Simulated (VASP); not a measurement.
# AlCu (P4mm) in VASP: a series of runs

AlCu is run at these levels: PBEsol; tasks: single point.

Program: VASP 6.6.1. These are calculated values, not measurements. Logs are shortened: lines on timing, memory, paths and dates and some standing lists are left out, and cuts for length are marked.

## Step 1: The cell of the first run

Symmetry: P4mm, No. 99, tetragonal system. Conventional cell: a = 2.998 Å, b = 2.998 Å, c = 2.998 Å, α = 90.00°, β = 90.00°, γ = 90.00°. Al (site symmetry 4mm) has 8 Cu at 2.34 to 2.91 Å and 6 Al at 3.00 Å within 3.1 Å. Cu (site symmetry 4mm) has 8 Al at 2.34 to 2.91 Å and 6 Cu at 3.00 Å within 3.1 Å.

## Step 2: Single point, PBEsol

Input file INCAR:

```
  PREC = Accurate
  ENCUT = 520
  EDIFF = 1E-7
  ISMEAR = 0
  SIGMA = 0.15
  LREAL = F
  LASPH = T
  NELM = 100
  ALGO = Fast
  ISIF = 2
  LWAVE = F
  LCHARG = F
  GGA = PS
  NBANDS = 14
```

Input file KPOINTS:

```
Automatic mesh
0
Gamma
  16 16 16
```

Input file POSCAR:

```
AlCu
1.0
    2.9975090000      0.0000000000      0.0000000000
    0.0000000000      2.9975090000      0.0000000000
    0.0000000000      0.0000000000      2.9975090000
Al Cu
1 1
Direct
    0.1668051706      0.0000000000      0.0000000000
    0.5000000000      0.5000000000      0.5000000000
```

Potentials or basis: VASP PAW PBE potentials, release 64 (Al, Cu).

On the command line:

```sh
cat potpaw_PBE.64/Al/POTCAR potpaw_PBE.64/Cu/POTCAR > POTCAR
mpirun -np 1 vasp_std > vasp.out
```

OUTCAR:

```text
PREC = Accurate
   ENCUT = 520
   EDIFF = 1E-7
   ISMEAR = 0
   LREAL = F
   LASPH = T
   NELM = 100
   ISIF = 2
   GGA = PS

 ion  position               nearest neighbor table
   1  0.167  0.000  0.000-   2 2.34   2 2.34   2 2.34   2 2.34   2 2.91   2 2.91   2 2.91   2 2.91

   2  0.500  0.500  0.500-   1 2.34   1 2.34   1 2.34   1 2.34   1 2.91   1 2.91   1 2.91   1 2.91

  LATTYP: Found a simple cubic cell.
 ALAT       =     2.9975090000

  Lattice vectors:

 A1 = (   2.9975090000,   0.0000000000,   0.0000000000)
 A2 = (   0.0000000000,   2.9975090000,   0.0000000000)
 A3 = (   0.0000000000,   0.0000000000,   2.9975090000)

Analysis of symmetry for initial positions (statically):
=====================================================================
 Subroutine PRICEL returns:
 Original cell was already a primitive cell.

 Routine SETGRP: Setting up the symmetry group for a
 simple cubic supercell.

 Subroutine GETGRP returns: Found  8 space group operations
 (whereof  8 operations were pure point group operations)
 out of a pool of 48 trial point group operations.

The static configuration has the point symmetry C_4v.

Analysis of symmetry for dynamics (positions and initial velocities):
=====================================================================
 Subroutine PRICEL returns:
 Original cell was already a primitive cell.

 Routine SETGRP: Setting up the symmetry group for a
 simple cubic supercell.

 Subroutine GETGRP returns: Found  8 space group operations
 (whereof  8 operations were pure point group operations)
 out of a pool of 48 trial point group operations.

The dynamic configuration has the point symmetry C_4v.

 Subroutine INISYM returns: Found  8 space group operations
 (whereof  8 operations are pure point group operations),
 and found     1 'primitive' translations

----------------------------------------------------------------------------------------

                                     Primitive cell

  volume of cell :      26.9328

  direct lattice vectors                    reciprocal lattice vectors
     2.997509000  0.000000000  0.000000000     0.333610341  0.000000000  0.000000000
     0.000000000  2.997509000  0.000000000     0.000000000  0.333610341  0.000000000
     0.000000000  0.000000000  2.997509000     0.000000000  0.000000000  0.333610341

  length of vectors
     2.997509000  2.997509000  2.997509000     0.333610341  0.333610341  0.333610341

  position of ions in fractional coordinates (direct lattice)
     0.166805171  0.000000000  0.000000000
     0.500000000  0.500000000  0.500000000

[... 84 lines left out ...]
   POTIM  = 0.5000    time-step for ionic-motion
   TEBEG  =    0.0;   TEEND  =   0.0 temperature during run
   PSTRESS=    0.0 pullay stress
   NELECT =      14.0000    total number of electrons
   NUPDOWN=      -1.0000    fix difference up-down
   EMIN   =  10.00;   EMAX   =-10.00  energy-range for DOS
   EFERMI =   0.00;   METHOD = LEGACY
   ISMEAR =     0;   SIGMA  =   0.15  broadening in eV -4-tet -1-fermi 0-gaus
   EFERMI_NEDOS =   21; number of points for ismear=-14 and -15
   IALGO  =     68    algorithm
   IMIX   =      4    mixing-type and parameters
     AMIX     =   0.40;   BMIX     =  1.00
     AMIX_MAG =   1.60;   BMIX_MAG =  1.00
  volume/ion in A,a.u.               =      13.47        90.88
  Fermi-wavevector in a.u.,A,eV,Ry     =   1.316306  2.487459 23.574307  1.732663
  Thomas-Fermi vector in A             =   2.446428
   LORBIT       =      0    0 simple, 1 ext, 2 COOP (PROOUT), +10 PAW based schemes
   GGA     = PS    functional components
   LHFCALC =     F    Hartree Fock is set to
   AEXX    =    0.0000 exact exchange contribution
   IVDW    =     0    specifies the selected vdW correction
   LEPSILON=     F    determine dielectric tensor
   LRPA    =     F    only Hartree local field effects (RPA)
 non-spin polarized calculation
 RMM-DIIS sequential band-by-band and
 Gauss-broadening in eV      SIGMA  =   0.15
  energy-cutoff  :      520.00
  volume of cell :       26.93
 maximum number of plane-waves:       743
 NGX is ok and might be reduce to    24
   NGX = 11   NGY = 11   NGZ = 11

 number of electron      14.0000020 magnetization

 Free energy of the ion-electron system (eV)
  ---------------------------------------------------
  ext. energy  EPLUGINS =         0.00000000
  ---------------------------------------------------
  free energy    TOTEN  =        -8.23919656 eV

  energy without entropy =       -8.23235414  energy(sigma->0) =       -8.23577535

 E-fermi :   8.8375     XC(G=0): -11.5597

 val. band max:        8.8362531460   @ k =   0.2500   0.1875   0.1875
 cond. band min:       8.8454182613   @ k =   0.2500   0.2500   0.1875
 fundamental gap:      0.0091651153
 Fermi energy:         8.8374747361

 k-point     1 :       0.0000    0.0000    0.0000
  band No.  band energies     occupation
      1      -2.5467      2.00000
      2       3.7070      2.00000
      3       3.8744      2.00000
      4       4.6995      2.00000
      5       4.8743      2.00000
      6       4.8743      2.00000
      7      12.7392      0.00000
      8      12.7392      0.00000
      9      13.1054      0.00000
     10      15.1885      0.00000
     11      15.3853      0.00000
     12      18.3091      0.00000
     13      26.5363      0.00000
     14      26.5368      0.00000
[... 377 lines left out ...]
      1      -1.8886      2.00000
      2       3.7300      2.00000
      3       3.9519      2.00000
      4       4.5201      2.00000
      5       4.7500      2.00000
      6       4.8721      2.00000
      7       9.1356      0.00495
      8      12.5482      0.00000
      9      14.1839      0.00000
     10      15.6288      0.00000
     11      17.7293      0.00000
     12      21.2604      0.00000
     13      22.6131      0.00000
     14      23.8626      0.00000

 [... further k-points ...]
[... 5 lines left out ...]
  --------------------------------------------------------------------------------------
  -------------------------------------------------------------------------------------
  Total        0.0329074      1.5500018      1.5500018     -0.0000000      0.0000000      0.0000000
  in kB        1.9575939     92.2064480     92.2064480     -0.0000000      0.0000000      0.0000000
  external PRESSURE =      62.1234966 kB  Pullay stress =       0.0000000 kB

 VOLUME and BASIS-vectors are now :
 -----------------------------------------------------------------------------
  energy-cutoff  :      520.00
  volume of cell :       26.93
      direct lattice vectors                 reciprocal lattice vectors
     2.997509000  0.000000000  0.000000000     0.333610341  0.000000000  0.000000000
     0.000000000  2.997509000  0.000000000     0.000000000  0.333610341  0.000000000
     0.000000000  0.000000000  2.997509000     0.000000000  0.000000000  0.333610341

 POSITION                                       TOTAL-FORCE (eV/Angst)
 -----------------------------------------------------------------------------------
      0.50000      0.00000      0.00000        -1.833637      0.000000     -0.000000
      1.49875      1.49875      1.49875         1.833637     -0.000000      0.000000
 -----------------------------------------------------------------------------------
    total drift:                                0.000071     -0.000000     -0.000000

  FREE ENERGIE OF THE ION-ELECTRON SYSTEM (eV)
  ---------------------------------------------------
  free  energy   TOTEN  =        -8.2391965593 eV

  energy  without entropy=       -8.2323541439  energy(sigma->0) =       -8.23577535
```

OSZICAR:

```text
N       E                     dE             d eps       ncg     rms          rms(c)
DAV:   1     0.529750252516E+02    0.52975E+02   -0.61443E+03 11612   0.128E+03
DAV:   2    -0.806698095069E+01   -0.61042E+02   -0.54703E+02 12006   0.205E+02
DAV:   3    -0.102691515712E+02   -0.22022E+01   -0.21489E+01 14886   0.444E+01
DAV:   4    -0.103081371424E+02   -0.38986E-01   -0.38969E-01 13446   0.497E+00
DAV:   5    -0.103095274385E+02   -0.13903E-02   -0.13903E-02 17072   0.101E+00    0.127E+01
RMM:   6    -0.107586064996E+02   -0.44908E+00   -0.21022E+01 14093   0.783E+01    0.102E+01
RMM:   7    -0.825814247665E+01    0.25005E+01   -0.52860E+00 13371   0.405E+01    0.994E-01
RMM:   8    -0.824022910012E+01    0.17913E-01   -0.28349E-01 13062   0.958E+00    0.697E-01
RMM:   9    -0.823962990458E+01    0.59920E-03   -0.32227E-02 15215   0.190E+00    0.285E-01
RMM:  10    -0.823903997423E+01    0.58993E-03   -0.11042E-02 14606   0.158E+00    0.170E-01
RMM:  11    -0.823918876130E+01   -0.14879E-03   -0.46794E-03 15322   0.849E-01    0.132E-01
RMM:  12    -0.823919391865E+01   -0.51574E-05   -0.19698E-03 17440   0.460E-01    0.324E-02
RMM:  13    -0.823922826793E+01   -0.34349E-04   -0.27904E-04 17918   0.130E-01    0.457E-02
RMM:  14    -0.823923130230E+01   -0.30344E-05   -0.19786E-05 16862   0.324E-02    0.524E-02
RMM:  15    -0.823919846539E+01    0.32837E-04   -0.45224E-05 14388   0.107E-01    0.251E-02
RMM:  16    -0.823919633252E+01    0.21329E-05   -0.10935E-05 15200   0.266E-02    0.108E-02
RMM:  17    -0.823919657641E+01   -0.24389E-06   -0.20941E-06 16119   0.140E-02    0.119E-02
RMM:  18    -0.823919655928E+01    0.17136E-07   -0.34788E-07 11550   0.480E-03
   1 F= -.82391966E+01 E0= -.82357754E+01  d E =-.684242E-02
```

Run time: 1.7 min. Hardware: 1 thread of Intel Xeon 6975P-C, shared host; peak memory 0.27 GiB.

What came out:

```yaml
Free_energy: -8.2392 eV
Pressure: 6.2 GPa
Largest_force: 1.834 eV/Å
Band_gap_on_the_k_mesh: zero (band 7 reaches 12.74 eV, above the bottom of band 8 at 7.86 eV)
```

Forces in eV/Å, atoms in the order of the input:
```
Al  -1.834  0.000  0.000
Cu   1.834  0.000  0.000
```

Caveat: the cell differs from its parent crystal (all Al atoms moved -0.500 Å, as atom 1 towards its neighbour atom 1 (Al) at 2.998 Å); the PAW data sets were made with another functional, which shifts forces and pressure a little.

## Step 3: Single point, PBEsol

Input file INCAR:

```
SYSTEM = AlCu
PREC = Accurate
ENCUT = 520
EDIFF = 1E-6
ISMEAR = 0
SIGMA = 0.15
LREAL = .FALSE.
LASPH = .TRUE.
NELM = 80
ALGO = Fast
ISIF = 2
LWAVE = .FALSE.
LCHARG = .FALSE.
GGA = PS
NBANDS = 14
```

Input file KPOINTS:

```
Automatic mesh
0
G
  16 16 16
  0 0 0
```

POSCAR: that of step 2 with these lines changed.

```diff
@@ -8,3 +8,3 @@
 Direct
-    0.1668051706      0.0000000000      0.0000000000
+   -0.1251038779      0.0000000000      0.0000000000
     0.5000000000      0.5000000000      0.5000000000
```

Potentials or basis: VASP PAW PBE potentials, release 64 (Al, Cu).

On the command line:

```sh
cat potpaw_PBE.64/Al/POTCAR potpaw_PBE.64/Cu/POTCAR > POTCAR
mpirun -np 1 vasp_std > vasp.out
```

Wall time 85 s (1 thread of Intel Xeon 6975P-C, shared host); peak memory 0.27 GiB.

The run converged. Its results:

```yaml
Free_energy: -8.4413 eV
Pressure: 1.9 GPa
Largest_force: 1.393 eV/Å
Band_gap_on_the_k_mesh: zero (band 7 reaches 12.76 eV, above the bottom of band 8 at 7.96 eV)
```

Forces in eV/Å, atoms in the order of the input:
```
Al   1.393  0.000  0.000
Cu  -1.393  0.000  0.000
```

Stress tensor (GPa, compression positive):
```
-1.37  0.00  0.00
 0.00  3.49  0.00
 0.00  0.00  3.49
```

Levels at points of the mesh, in eV from the Fermi level:
```
           k point  band 5  band 6  band 7  band 8  band 9  band 10
(0.00, 0.00, 0.00)   -3.93   -3.93    3.87    3.87    4.10     6.35
(0.50, 0.00, 0.00)   -4.34   -3.98   -3.12    7.40    7.40     7.45
(0.00, 0.50, 0.00)   -4.31   -3.89   -3.24    7.34    8.08     8.08
(0.50, 0.50, 0.00)   -3.72   -3.57   -3.38   -0.79   -0.14    10.30
(0.00, 0.50, 0.50)   -3.60   -3.44   -3.44   -0.93   -0.12    10.50
(0.50, 0.50, 0.50)   -3.53    0.28    0.28    0.90    1.46     2.75
```

Caveat: the cell differs from its parent crystal (all Al atoms moved +0.375 Å, as atom 1 towards its neighbour atom 1 (Al) at 2.998 Å); the PAW data sets were made with another functional, which shifts forces and pressure a little.

[end of part 1 of 2]
